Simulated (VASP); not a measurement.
Set up this calculation in VASP 6.6.1, as the native input.

- Task: single point
- Functional: revPBE
- Dispersion: D4
- Potentials or basis: VASP PAW PBE potentials, release 64 (Ni, Sb)
- Cutoff: 520 eV
- k mesh: 8 × 8 × 6
- Occupations: gaussian, width 0.05 eV
- Spin: collinear spin
- Starting moments: [0.05, 0.05, 0.0, 0.0] μB
- Dipole correction: no
- Further INCAR settings: ALGO = Normal; EDIFF = 1e-06; NBANDS = 27

The structure of NiSb lies in POSCAR:

```
NiSb
1.0
    3.8855494591      0.0000000000      0.0000000000
   -1.9427747295      3.3649845393      0.0000000000
    0.0000000000      0.0000000000      5.0662214229
Ni Sb
2 2
Direct
    0.0000000000      0.0000000000      0.0000000000
    0.0000000000      0.0000000000      0.5000000000
    0.3333333333      0.6666666667      0.2500000000
    0.6666666667      0.3333333333      0.7500000000
```

The input as run:

INCAR

```
SYSTEM = NiSb
PREC     = Accurate       ! precision mode
ENCUT    = 520            ! plane-wave cutoff, eV
EDIFF    = 1E-6           ! SCF threshold, eV
ISMEAR   = 0              ! smearing method
SIGMA    = 0.05           ! smearing width, eV
LREAL    = .False.        ! projectors in reciprocal space
LASPH    = .True.         ! aspherical terms in the spheres
NELM     = 150            ! most SCF steps
ALGO     = Normal         ! electronic algorithm
ISIF     = 2              ! what is computed and relaxed
LWAVE    = .False.        ! write WAVECAR
LCHARG   = .True.         ! write CHGCAR
ISPIN    = 2              ! spin polarisation
MAGMOM   = 0.05 0.05 0 0  ! initial moments
LORBIT   = 11             ! projections on sites
LMAXMIX  = 4              ! l up to which the mixer works
GGA      = RE             ! functional
IVDW     = 13             ! dispersion correction
LELF     = .True.         ! ELF
LVHAR    = .True.       
NBANDS   = 27             ! bands
```

KPOINTS

```
regular mesh
0
Gamma
  8 8 6
  0 0 0
```

Potentials or basis: VASP PAW PBE potentials, release 64 (Ni, Sb).

Command:

```console
$ cat potpaw_PBE.64/Ni/POTCAR potpaw_PBE.64/Sb/POTCAR > POTCAR
$ mpirun -np 1 vasp_std > vasp.out
```

Results of the run:

```json
{
 "Pressure": "2.2 GPa",
 "Band gap on the k mesh": "zero (filled and empty bands overlap)",
 "Net moment": "0.00 μB per cell",
 "Valence electrons inside the program's atomic spheres": "Ni 9.46; Sb 2.45",
 "Dispersion energy per atom": "-0.933 eV"
}
```

Caveat: the PAW data sets were made with another functional, which shifts forces and pressure a little; spin-orbit coupling is left out, which moves the levels of the heavy elements.

Wall time 74 s on 1 thread of Intel(R) Xeon(R) 6975P-C (Granite Rapids) (shared host), peak memory 0.27 GiB.
